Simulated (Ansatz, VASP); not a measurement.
# B5C2 in VASP and in Ansatz

```
CELL_PARAMETERS angstrom
-2.63788 2.63788 1.79174
2.63788 -2.63788 1.79174
2.63788 2.63788 -1.79174
ATOMIC_POSITIONS crystal
B 0.72404 0.72404 0.44808
B 0.27596 0.27596 0.55192
B 0.72404 0.27596 0.00000
B 0.27596 0.72404 0.00000
B 0.50000 0.50000 0.00000
C 0.50000 0.00000 0.50000
C 0.00000 0.50000 0.50000
```

Alike in both runs: functional PBE; k mesh 4 × 4 × 4; occupations gaussian, width 0.2 eV; no spin polarisation.

Ansatz relaxed the structure, and its values are those at the end. VASP's run is a single point on that final structure, the one shown.

|  | VASP | Ansatz |
| --- | --- | --- |
| version | VASP 6.6.1 | Ansatz 0.2.0 |
| potentials or method | VASP PAW PBE potentials, release 64 (B, C), cutoff 600 eV | scalar-relativistic, plane waves, PAW |
| valence electrons in the cell | 23 | 23 |

```tsv
	VASP	Ansatz	Ansatz less VASP
gap on the k mesh at the Fermi level (eV)	none	none	-
pressure (GPa)	-0.2	-0.1	+0.04
```

A gap of «none» marks a metal or a gap that the smearing closes.

The k mesh is coarse, so the values compare programs but aren't converged.
